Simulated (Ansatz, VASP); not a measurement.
# Pd in VASP and in Ansatz

Contents of INCAR:

```
ALGO = Normal
EDIFF = 1E-7
ENCUT = 520
GGA = PE
ISIF = 2
ISMEAR = -1
LASPH = T
LCHARG = F
LREAL = F
LWAVE = F
NBANDS = 11
NELM = 60
PREC = Accurate
SIGMA = 0.03
```

Contents of KPOINTS:

```
k-points
0
Gamma
  13 13 13
```

File POSCAR:

```
Pd
1.0
    2.6394488800      0.0000000000      0.0000000000
    0.0000000000      2.6394488800      0.0000000000
    0.0000000000      0.0000000000      2.5606626606
Pd
1
Direct
    0.0000000000      0.0000000000      0.0000000000
```

Input for Ansatz:

```yaml
crystal:
  lattice:
    - [2.63944888, 0.0, 0.0]
    - [0.0, 2.63944888, 0.0]
    - [0.0, 0.0, 2.5606626606]
  atoms:
    - { symbol: Pd, position: [0.0, 0.0, 0.0] }
kpoints:
  mp_grid: { grid: [13, 13, 13] }
scf:
  occupations: { method: fermi_dirac, width: 0.03 }
hamiltonian:
  xc: pbe
  pseudopotentials: { kind: all_electron, lapw: { basis_error: 0.001 } }
output:
  forces: true
  stress: true
  eigenvalues: true
```

Change from the starting cell: z stretched by -2 % at fixed volume.

Alike in both runs: task single point; functional PBE; k mesh 13 × 13 × 13; occupations fermi-dirac, width 0.03 eV; no spin polarisation.

```csv
,VASP,Ansatz
version,VASP 6.6.1,Ansatz 0.2.0
potentials or method,"VASP PAW PBE potentials, release 64 (Pd), cutoff 520 eV","all-electron LAPW, scalar-relativistic"
```

Ansatz gave:

| Quantity | Value |
| --- | --- |
| pressure (GPa) | 0.2 |
| traceless stress, the component that is largest in VASP (GPa) | 5.81 |

Q: Which values does VASP return?

A: Pressure (GPa): 0.0; traceless stress, the component that is largest in VASP (GPa): 5.74.

Ansatz ran all-electron here, and VASP with PAW potentials.
